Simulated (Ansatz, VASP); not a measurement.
**Ta3AsAu2O13 in VASP and in Ansatz**

INCAR

```
SYSTEM = Ta3AsAu2O13
ALGO     = Normal         ! electronic algorithm
EDIFF    = 1E-6           ! SCF threshold, eV
ENCUT    = 520            ! plane-wave cutoff, eV
GGA      = PS             ! functional
ISIF     = 2              ! what is computed and relaxed
ISMEAR   = -1             ! smearing method
LASPH    = .True.         ! aspherical terms in the spheres
LCHARG   = .False.        ! write CHGCAR
LREAL    = Auto         
LWAVE    = .False.        ! write WAVECAR
NBANDS   = 84             ! bands
NELM     = 60             ! most SCF steps
PREC     = Accurate       ! precision mode
SIGMA    = 0.05           ! smearing width, eV
```

KPOINTS

```
k-points
0
Gamma
  6 6 3
  0 0 0
```

POSCAR

```
Ta3AsAu2O13
1.0
    5.4520400000      0.0000000000      0.0000000000
   -2.7260200000      4.7216100000      0.0000000000
    0.0000000000      0.0000000000      9.5790200000
Ta As Au O
3 1 2 13
Direct
    0.0000000000      0.0000000000      0.1940800000
    0.0000000000      0.0000000000      0.8059200000
    0.6666700000      0.3333300000      0.0000000000
    0.0000000000      0.0000000000      0.5000000000
    0.3333300000      0.6666700000      0.2742800000
    0.3333300000      0.6666700000      0.7257200000
    0.0000000000      0.0000000000      0.0000000000
    0.2394700000      0.9712900000      0.3640200000
    0.0287100000      0.2681800000      0.3640200000
    0.7318200000      0.7605300000      0.3640200000
    0.2394700000      0.9712900000      0.6359800000
    0.0287100000      0.2681800000      0.6359800000
    0.7318200000      0.7605300000      0.6359800000
    0.3845200000      0.3342500000      0.8584400000
    0.6657500000      0.0502600000      0.8584400000
    0.9497400000      0.6154800000      0.8584400000
    0.3845200000      0.3342500000      0.1415600000
    0.6657500000      0.0502600000      0.1415600000
    0.9497400000      0.6154800000      0.1415600000
```

Contents of input.yaml:

```yaml
crystal:
  lattice:
    - [5.45204, 0.0, 0.0]
    - [-2.72602, 4.72161, 0.0]
    - [0.0, 0.0, 9.57902]
  atoms:
    - { symbol: Ta, position: [0.0, 0.0, 0.19408] }
    - { symbol: Ta, position: [0.0, 0.0, 0.80592] }
    - { symbol: Ta, position: [0.66667, 0.33333, 0.0] }
    - { symbol: As, position: [0.0, 0.0, 0.5] }
    - { symbol: Au, position: [0.33333, 0.66667, 0.27428] }
    - { symbol: Au, position: [0.33333, 0.66667, 0.72572] }
    - { symbol: O, position: [0.0, 0.0, 0.0] }
    - { symbol: O, position: [0.23947, 0.97129, 0.36402] }
    - { symbol: O, position: [0.02871, 0.26818, 0.36402] }
    - { symbol: O, position: [0.73182, 0.76053, 0.36402] }
    - { symbol: O, position: [0.23947, 0.97129, 0.63598] }
    - { symbol: O, position: [0.02871, 0.26818, 0.63598] }
    - { symbol: O, position: [0.73182, 0.76053, 0.63598] }
    - { symbol: O, position: [0.38452, 0.33425, 0.85844] }
    - { symbol: O, position: [0.66575, 0.05026, 0.85844] }
    - { symbol: O, position: [0.94974, 0.61548, 0.85844] }
    - { symbol: O, position: [0.38452, 0.33425, 0.14156] }
    - { symbol: O, position: [0.66575, 0.05026, 0.14156] }
    - { symbol: O, position: [0.94974, 0.61548, 0.14156] }
hamiltonian:
  xc: pbesol
  pseudopotentials: { kind: paw }
kpoints:
  mp_grid: { grid: [6, 6, 3] }
  band_path:
    path:
      - [[0.0, 0.0, 0.0], [0.5, 0.0, 0.0], [0.3333333333, 0.3333333333, 0.0], [0.0, 0.0, 0.0], [0.0, 0.0, 0.5], [0.5, 0.0, 0.5], [0.3333333333, 0.3333333333, 0.5], [0.0, 0.0, 0.5]]
      - [[0.5, 0.0, 0.5], [0.5, 0.0, 0.0]]
      - [[0.3333333333, 0.3333333333, 0.0], [0.3333333333, 0.3333333333, 0.5]]
    npoints: 10
scf:
  occupations: { method: fermi_dirac, width: 0.05 }
  n_extra_bands: 47
output:
  forces: true
  stress: true
  eigenvalues: true
  fatbands: false
```

Alike in both runs: functional PBEsol; k mesh 6 × 6 × 3; occupations fermi-dirac, width 0.05 eV; no spin polarisation.

|  | VASP | Ansatz |
| --- | --- | --- |
| version | VASP 6.6.1 | Ansatz 0.2.0 |
| potentials or method | VASP PAW PBE potentials, release 64 (Ta_pv, As, Au, O) | Ansatz PAW |
| plane-wave cutoff (eV) | 520 | 420 |
| valence electrons in the cell | 138 | 170 |
| task | single point | band structure |

VASP gave:

- gap on the k mesh at the Fermi level (eV): none
- pressure (GPa): -5.6
- traceless stress, the component that is largest in VASP (GPa): 0.18
- rms of the force components (eV/Å): 0.116

**Question.** Estimate Ansatz's values.

**Answer.** gap on the k mesh at the Fermi level (eV): none; pressure (GPa): -6.2; traceless stress, the component that is largest in VASP (GPa): -0.19; rms of the force components (eV/Å): 0.109.

VASP's potentials were made for PBE, not for PBEsol. Atom by atom the forces differ by 0.035 eV/Å (rms over components). A gap of «none» marks a metal or a gap that the smearing closes. VASP's potentials hold 138 valence electrons a cell and Ansatz's 170, so a difference there can come from the potentials and not from the codes.

Neither program's run includes spin-orbit coupling.
